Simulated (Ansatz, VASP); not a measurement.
**Two plane-wave programs on Cu**

```
Cu
1.0
     2.33646    0.00000    0.00000
     0.00000    2.33646    0.00000
     0.00000    0.00000    2.33646
Cu
1
Direct
  0.00000 0.00000 0.00000
```

Alike in both runs: task relaxation of cell and atoms; functional PBEsol; k mesh 13 × 13 × 13; occupations fermi-dirac, width 0.1 eV; no spin polarisation.

```csv
,VASP,Ansatz
version,VASP 6.6.1,Ansatz 0.2.0
potentials or method,"VASP PAW PBE potentials, release 64 (Cu), cutoff 600 eV","plane waves (420 eV) with PAW, scalar-relativistic"
valence electrons in the cell,11,19
```

```tsv
	VASP	Ansatz	Ansatz less VASP
relaxed volume (Å³/atom)	13.20	13.14	-0.059
relaxed cell length with the largest relative difference (Å)	2.363	2.360	-0.0035
```

VASP's potentials were made for PBE, not for PBEsol, and Ansatz warns of the same on its side. VASP's potentials hold 11 valence electrons a cell and Ansatz's 19, so a difference there can come from the potentials and not from the codes.
